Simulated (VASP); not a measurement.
# SiO2 (P4_2/mnm) in VASP: notebook

SiO2 is run at these levels: PBE; tasks: single point, relaxation of cell and atoms.

Everything below comes from runs of VASP 6.6.1. Logs are shortened: lines on timing, memory, paths and dates and some standing lists are left out, and cuts for length are marked.

## (1) The cell of the first run

It takes space group P4_2/mnm (No. 136, tetragonal). Conventional cell: a = 4.233 Å, b = 4.233 Å, c = 2.693 Å, α = 90.00°, β = 90.00°, γ = 90.00°. Within 2.4 Å of Si (site symmetry mmm) lie 6 O at 1.77 to 1.84 Å. O (site symmetry m2m) has 3 Si at 1.77 to 1.84 Å and 1 O at 2.31 Å within 2.4 Å.

## (2) Single point, PBE

Input file INCAR:

```
PREC = Accurate
ENCUT = 520
EDIFF = 1E-7
ISMEAR = 0
SIGMA = 0.1
LREAL = F
LASPH = T
NELM = 80
ALGO = Normal
ISIF = 2
LWAVE = F
LCHARG = F
GGA = PE
NBANDS = 25
```

Input file KPOINTS:

```
Automatic mesh
0
Gamma
  4 4 6
```

Input file POSCAR:

```
SiO2
1.0
    4.2331386844      0.0000000000      0.0000000000
    0.0000000000      4.2331386844      0.0000000000
    0.0000000000      0.0000000000      2.6929149480
Si O
2 4
Direct
    0.5000000000      0.5000000000      0.5000000000
    0.0000000000      0.0000000000      0.0000000000
    0.1930974864      0.8069025136      0.5000000000
    0.3069025136      0.3069025136      0.0000000000
    0.8069025136      0.1930974864      0.5000000000
    0.6930974864      0.6930974864      0.0000000000
```

Potentials or basis: VASP PAW PBE potentials, release 64 (Si, O).

Launch:

```console
$ cat potpaw_PBE.64/Si/POTCAR potpaw_PBE.64/O/POTCAR > POTCAR
$ mpirun -np 1 vasp_std > vasp.out
```

OUTCAR:

```text
PREC = Accurate
   ENCUT = 520
   EDIFF = 1E-7
   ISMEAR = 0
   LREAL = F
   LASPH = T
   NELM = 80
   ISIF = 2
   GGA = PE

 ion  position               nearest neighbor table
   1  0.500  0.500  0.500-   4 1.77   6 1.77   4 1.77   6 1.77   5 1.84   3 1.84
   2  0.000  0.000  0.000-   3 1.77   5 1.77   3 1.77   5 1.77   4 1.84   6 1.84
   3  0.193  0.807  0.500-   2 1.77   2 1.77   1 1.84
   4  0.307  0.307  0.000-   1 1.77   1 1.77   2 1.84
   5  0.807  0.193  0.500-   2 1.77   2 1.77   1 1.84
   6  0.693  0.693  0.000-   1 1.77   1 1.77   2 1.84

  LATTYP: Found a simple tetragonal cell.
 ALAT       =     4.2331386844
 C/A-ratio  =     0.6361508915

  Lattice vectors:

 A1 = (   4.2331386844,   0.0000000000,   0.0000000000)
 A2 = (   0.0000000000,   4.2331386844,   0.0000000000)
 A3 = (   0.0000000000,   0.0000000000,   2.6929149480)

Analysis of symmetry for initial positions (statically):
=====================================================================
 Subroutine PRICEL returns:
 Original cell was already a primitive cell.

 Routine SETGRP: Setting up the symmetry group for a
 simple tetragonal supercell.

 Subroutine GETGRP returns: Found 16 space group operations
 (whereof  8 operations were pure point group operations)
 out of a pool of 16 trial point group operations.

The static configuration has the point symmetry D_2h.
 The point group associated with its full space group is D_4h.

Analysis of symmetry for dynamics (positions and initial velocities):
=====================================================================
 Subroutine PRICEL returns:
 Original cell was already a primitive cell.

 Routine SETGRP: Setting up the symmetry group for a
 simple tetragonal supercell.

 Subroutine GETGRP returns: Found 16 space group operations
 (whereof  8 operations were pure point group operations)
 out of a pool of 16 trial point group operations.

The dynamic configuration has the point symmetry D_2h.
 The point group associated with its full space group is D_4h.

 Subroutine INISYM returns: Found 16 space group operations
 (whereof  8 operations are pure point group operations),
 and found     1 'primitive' translations

----------------------------------------------------------------------------------------

                                     Primitive cell

  volume of cell :      48.2556

  direct lattice vectors                    reciprocal lattice vectors
     4.233138684  0.000000000  0.000000000     0.236231334  0.000000000  0.000000000
     0.000000000  4.233138684  0.000000000     0.000000000  0.236231334  0.000000000
     0.000000000  0.000000000  2.692914948     0.000000000  0.000000000  0.371344814

  length of vectors
     4.233138684  4.233138684  2.692914948     0.236231334  0.236231334  0.371344814

  position of ions in fractional coordinates (direct lattice)
     0.500000000  0.500000000  0.500000000
     0.000000000  0.000000000  0.000000000
     0.193097486  0.806902514  0.500000000
     0.306902514  0.306902514  0.000000000
     0.806902514  0.193097486  0.500000000
     0.693097486  0.693097486  0.000000000

  ion indices of the primitive-cell ions
   primitive index   ion index
                 1           1
                 2           2
                 3           3
                 4           4
                 5           5
                 6           6

----------------------------------------------------------------------------------------

 KPOINTS: Automatic mesh

Automatic generation of k-mesh.
 Grid dimensions read from file:
 generate k-points for:    4    4    6

 Generating k-lattice:

  Cartesian coordinates                     Fractional coordinates (reciprocal lattice)
     0.059057834  0.000000000  0.000000000     0.250000000  0.000000000  0.000000000
     0.000000000  0.059057834  0.000000000     0.000000000  0.250000000  0.000000000
     0.000000000  0.000000000  0.061890802     0.000000000  0.000000000  0.166666667

  Length of vectors
     0.059057834  0.059057834  0.061890802

  Shift w.r.t. Gamma in fractional coordinates (k-lattice)
     0.000000000  0.000000000  0.000000000

 Subroutine IBZKPT returns following result:
 ===========================================

 Found     24 irreducible k-points:

 Following reciprocal coordinates:
            Coordinates               Weight
  0.000000  0.000000  0.000000      1.000000
  0.250000  0.000000  0.000000      4.000000
  0.500000  0.000000  0.000000      2.000000
  0.250000  0.250000  0.000000      4.000000
  0.500000  0.250000  0.000000      4.000000
  0.500000  0.500000  0.000000      1.000000
[... 16 lines left out ...]
  0.500000  0.250000  0.500000      4.000000
  0.500000  0.500000  0.500000      1.000000
   k-points           NKPTS =     24   k-points in BZ     NKDIM =     24   number of bands    NBANDS=     25
   number of dos      NEDOS =    301   number of ions     NIONS =      6
   total plane-waves  NPLWV =  20480
   dimension x,y,z NGX =    32 NGY =   32 NGZ =   20
   dimension x,y,z NGXF=    64 NGYF=   64 NGZF=   40
   ions per type =               2   4
   NGX,Y,Z   is equivalent  to a cutoff of  12.57, 12.57, 12.35 a.u.
   NGXF,Y,Z  is equivalent  to a cutoff of  25.13, 25.13, 24.69 a.u.
 SYSTEM =  unknown system
   PREC   = accura    normal or accurate (medium, high low for compatibility)
   ISTART =      0    job   : 0-new  1-cont  2-samecut
   ICHARG =      2    charge: 1-file 2-atom 10-const
   ISPIN  =      1    spin polarized calculation?
   LNONCOLLINEAR =      F non collinear calculations
   LSORBIT =      F    spin-orbit coupling
   LASPH  =      T    aspherical Exc in radial PAW
   ENCUT  =  520.0 eV  38.22 Ry    6.18 a.u.   7.87  7.87  5.01*2*pi/ulx,y,z
   NELM   =     80;   NELMIN=  2; NELMDL= -5     # of ELM steps
   EDIFF  = 0.1E-06   stopping-criterion for ELM
   LREAL  =      F    real-space projection
   EDIFFG = 0.1E-05   stopping-criterion for IOM
   NSW    =      0    number of steps for IOM
   IBRION =     -1    ionic relax: 0-MD 1-quasi-New 2-CG
   NFREE  =      0    steps in history (QN), initial steepest desc. (CG)
   ISIF   =      2    stress and relaxation
   ISYM   =      2    0-nonsym 1-usesym 2-fastsym
   POTIM  = 0.5000    time-step for ionic-motion
   TEBEG  =    0.0;   TEEND  =   0.0 temperature during run
   PSTRESS=    0.0 pullay stress
   NELECT =      32.0000    total number of electrons
   NUPDOWN=      -1.0000    fix difference up-down
   EMIN   =  10.00;   EMAX   =-10.00  energy-range for DOS
   EFERMI =   0.00;   METHOD = LEGACY
   ISMEAR =     0;   SIGMA  =   0.10  broadening in eV -4-tet -1-fermi 0-gaus
   EFERMI_NEDOS =   21; number of points for ismear=-14 and -15
   IALGO  =     38    algorithm
   IMIX   =      4    mixing-type and parameters
     AMIX     =   0.40;   BMIX     =  1.00
     AMIX_MAG =   1.60;   BMIX_MAG =  1.00
  volume/ion in A,a.u.               =       8.04        54.27
  Fermi-wavevector in a.u.,A,eV,Ry     =   1.427608  2.697788 27.729549  2.038064
  Thomas-Fermi vector in A             =   2.547759
   LORBIT       =      0    0 simple, 1 ext, 2 COOP (PROOUT), +10 PAW based schemes
   GGA     = PE    functional components
   LHFCALC =     F    Hartree Fock is set to
   AEXX    =    0.0000 exact exchange contribution
   IVDW    =     0    specifies the selected vdW correction
   LEPSILON=     F    determine dielectric tensor
   LRPA    =     F    only Hartree local field effects (RPA)
 non-spin polarized calculation
 Gauss-broadening in eV      SIGMA  =   0.10
  energy-cutoff  :      520.00
  volume of cell :       48.26
 maximum number of plane-waves:      1336
 NGX is ok and might be reduce to    32
   NGX = 15   NGY = 15   NGZ = 11

 number of electron      31.9999991 magnetization

 Free energy of the ion-electron system (eV)
  ---------------------------------------------------
  ext. energy  EPLUGINS =         0.00000000
  ---------------------------------------------------
  free energy    TOTEN  =       -46.31657781 eV

  energy without entropy =      -46.31657781  energy(sigma->0) =      -46.31657781

 E-fermi :   8.1743     XC(G=0): -12.0833

 val. band max:        7.7419388546   @ k =   0.0000   0.0000   0.0000
 cond. band min:      12.7655524883   @ k =   0.0000   0.0000   0.0000
 fundamental gap:      5.0236136337
 Fermi energy:         8.1742728868

 k-point     1 :       0.0000    0.0000    0.0000
  band No.  band energies     occupation
      1     -14.4734      2.00000
      2     -11.0089      2.00000
      3     -11.0089      2.00000
      4     -10.8440      2.00000
      5      -2.8732      2.00000
      6       1.5109      2.00000
[... 17 lines left out ...]
     24      21.4548      0.00000
     25      23.0986      0.00000

 k-point     2 :       0.2500    0.0000    0.0000
  band No.  band energies     occupation
      1     -14.1640      2.00000
      2     -12.0709      2.00000
      3     -10.8610      2.00000
      4     -10.4000      2.00000
      5      -2.4455      2.00000
      6       0.2206      2.00000
[... 17 lines left out ...]
     24      20.8749      0.00000
     25      22.7699      0.00000

 k-point     3 :       0.5000    0.0000    0.0000
  band No.  band energies     occupation
      1     -13.2936      2.00000
      2     -13.2936      2.00000
      3     -10.5344      2.00000
      4     -10.5344      2.00000
      5      -1.3369      2.00000
      6      -1.3369      2.00000
[... 552 lines left out ...]
 k-point    23 :       0.5000    0.2500    0.5000
  band No.  band energies     occupation
      1     -11.6340      2.00000
      2     -11.6340      2.00000
      3     -10.4700      2.00000
      4     -10.4700      2.00000
      5      -2.2937      2.00000
      6      -2.2937      2.00000
[... 17 lines left out ...]
     24      21.1981      0.00000
     25      22.8200      0.00000

 k-point    24 :       0.5000    0.5000    0.5000
  band No.  band energies     occupation
      1     -11.6002      2.00000
      2     -11.6002      2.00000
      3     -10.4432      2.00000
      4     -10.4432      2.00000
      5      -2.7721      2.00000
      6      -2.7721      2.00000
[... 17 lines left out ...]
     24      21.6658      0.00000
     25      22.9355      0.00000

------------------------ aborting loop because EDIFF is reached ----------------------------------------

  FORCE on cell =-STRESS in cart. coord.  units (eV):
  Direction    XX          YY          ZZ          XY          YZ          ZX
  --------------------------------------------------------------------------------------
  -------------------------------------------------------------------------------------
  Total        0.0420477      0.0420477      0.0548587      0.0000000      0.0000000      0.0000000
  in kB        1.3960641      1.3960641      1.8214129      0.0000000      0.0000000      0.0000000
  external PRESSURE =       1.5378470 kB  Pullay stress =       0.0000000 kB

 VOLUME and BASIS-vectors are now :
 -----------------------------------------------------------------------------
  energy-cutoff  :      520.00
  volume of cell :       48.26
      direct lattice vectors                 reciprocal lattice vectors
     4.233138684  0.000000000  0.000000000     0.236231334  0.000000000  0.000000000
     0.000000000  4.233138684  0.000000000     0.000000000  0.236231334  0.000000000
     0.000000000  0.000000000  2.692914948     0.000000000  0.000000000  0.371344814

 POSITION                                       TOTAL-FORCE (eV/Angst)
 -----------------------------------------------------------------------------------
      2.11657      2.11657      1.34646         0.000000      0.000000      0.000000
      0.00000      0.00000      0.00000         0.000000      0.000000      0.000000
      0.81741      3.41573      1.34646         0.012563     -0.012563      0.000000
      1.29916      1.29916      0.00000        -0.012563     -0.012563      0.000000
      3.41573      0.81741      1.34646        -0.012563      0.012563      0.000000
      2.93398      2.93398      0.00000         0.012563      0.012563     -0.000000
 -----------------------------------------------------------------------------------
    total drift:                                0.000000      0.000000     -0.000000

  FREE ENERGIE OF THE ION-ELECTRON SYSTEM (eV)
  ---------------------------------------------------
  free  energy   TOTEN  =       -46.3165778140 eV

  energy  without entropy=      -46.3165778140  energy(sigma->0) =      -46.31657781
```

Wall time 17 s (1 thread of Intel Xeon Platinum 8375C at 2.90GHz (Ice Lake), shared host); peak memory 0.16 GiB.

Results:

```yaml
Free_energy: -46.3166 eV
Pressure: 0.2 GPa
Largest_force: 0.018 eV/Å
Band_gap_on_the_k_mesh: 5.02 eV, direct
```

Forces on the atoms (eV/Å):
```
Si   0.000  0.000  0.000
Si   0.000  0.000  0.000
O    0.013 -0.013  0.000
O   -0.013 -0.013  0.000
O   -0.013  0.013  0.000
O    0.013  0.013  0.000
```

(Part 1 of 2 ends here.)
